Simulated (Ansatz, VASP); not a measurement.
# In: VASP beside Ansatz

The input INCAR:

```
PREC     = Accurate       # precision mode
ENCUT    = 520            # plane-wave cutoff, eV
EDIFF    = 1E-7           # SCF threshold, eV
ISMEAR   = -1             # smearing method
SIGMA    = 0.1            # smearing width, eV
LREAL    = False          # projectors in reciprocal space
LASPH    = True           # aspherical terms in the spheres
NELM     = 60             # most SCF steps
ALGO     = Normal         # electronic algorithm
ISIF     = 2              # what is computed and relaxed
LWAVE    = False          # write WAVECAR
LCHARG   = False          # write CHGCAR
GGA      = PE             # functional
NBANDS   = 34             # bands
```

Contents of KPOINTS:

```
Automatic mesh
0
Gamma
  12 12 4
```

Contents of POSCAR:

```
In
1.0
    3.3950532274      0.0000000000      0.0000000000
   -1.6975266137      2.9402023421      0.0000000000
    0.0000000000      0.0000000000     11.0281257186
In
4
Direct
    1.0000000000      1.0000000000      0.0000000000
    1.0000000000      1.0000000000      0.5000000000
    0.3333333333      0.6666666667      0.2500000000
    0.6666666667      0.3333333333      0.7500000000
```

Input for Ansatz:

```yaml
crystal:
  lattice:
    - [3.3950532274, 0.0, 0.0]
    - [-1.6975266137, 2.9402023421, 0.0]
    - [0.0, 0.0, 11.0281257186]
  atoms:
    - { symbol: In, position: [1.0, 1.0, 0.0] }
    - { symbol: In, position: [1.0, 1.0, 0.5] }
    - { symbol: In, position: [0.3333333333, 0.6666666667, 0.25] }
    - { symbol: In, position: [0.6666666667, 0.3333333333, 0.75] }
hamiltonian:
  xc: pbe
  pseudopotentials:
    kind: paw
    azcp:
      In: "pseudopotentials/In.paw.azcp"
basis:
  ecutwfc: 420
  fft_grid_basis: typed
kpoints:
  mp_grid: { grid: [12, 12, 4], shift: [0, 0, 0] }
magnetization:
  spin_polarized: false
scf:
  occupations: { method: fermi_dirac, width: 0.1 }
  lower_state_search: "off"
output:
  stress: true
  write_density: true
  write_potential: true
  elf: true
  volumetric_format: npy
```

Alike in both runs: task single point; functional PBE; k mesh 12 × 12 × 4; occupations fermi-dirac, width 0.1 eV; no spin polarisation.

```csv
,VASP,Ansatz
version,VASP 6.6.1,Ansatz 0.2.0
potentials or method,"VASP PAW PBE potentials, release 64 (In_d), cutoff 520 eV","plane waves (420 eV) with PAW, scalar-relativistic"
valence electrons in the cell,52,52
```

```tsv
	VASP	Ansatz	Ansatz less VASP
pressure (GPa)	0.0	0.0	+0.04
```

The functional is the same, so the differences come from potentials, cutoffs and numerics.
